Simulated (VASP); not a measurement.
A run of VASP 6.6.1 is set up as follows.

Contents of INCAR:

```
SYSTEM = Sb
ALGO = Normal ; EDIFF = 1E-8
ENCUT = 520 ; GGA = PE
ISIF = 2 ; ISMEAR = -1
LASPH = .TRUE. ; LCHARG = .FALSE.
LEFG = .TRUE. ; LREAL = .FALSE.
LWAVE = .FALSE. ; NBANDS = 8
NELM = 80 ; PREC = Accurate
SIGMA = 0.05
```

KPOINTS

```
k-points
0
G
  19 19 19
  0 0 0
```

Contents of POSCAR:

```
Sb
1.0
   -1.5050000000      1.5050000000      2.4800000000
    1.5050000000     -1.5050000000      2.4800000000
    1.5050000000      1.5050000000     -2.4800000000
Sb
1
Direct
    0.0000000000      0.0000000000      0.0000000000
```

Potentials or basis: VASP PAW PBE potentials, release 64 (Sb).

The run is started by

```sh
$ cat potpaw_PBE.64/Sb/POTCAR > POTCAR
$ mpirun -np 1 vasp_std > vasp.out
```

(1) What does it give for the pressure?

(2) What does it give for the band gap on the k mesh?

Answers

(1) 19.2 GPa.

(2) zero (an odd number of electrons rules out a gap without spin polarisation).

Caveat: the cell stands under pressure; without QUAD_EFG the Cq values of the log hold for a quadrupole moment of 1 mb, not for the nuclei; spin-orbit coupling is left out, which moves the levels of the heavy elements; an odd number of electrons without spin polarisation forces a metal; a magnetic or distorted state may lie lower.
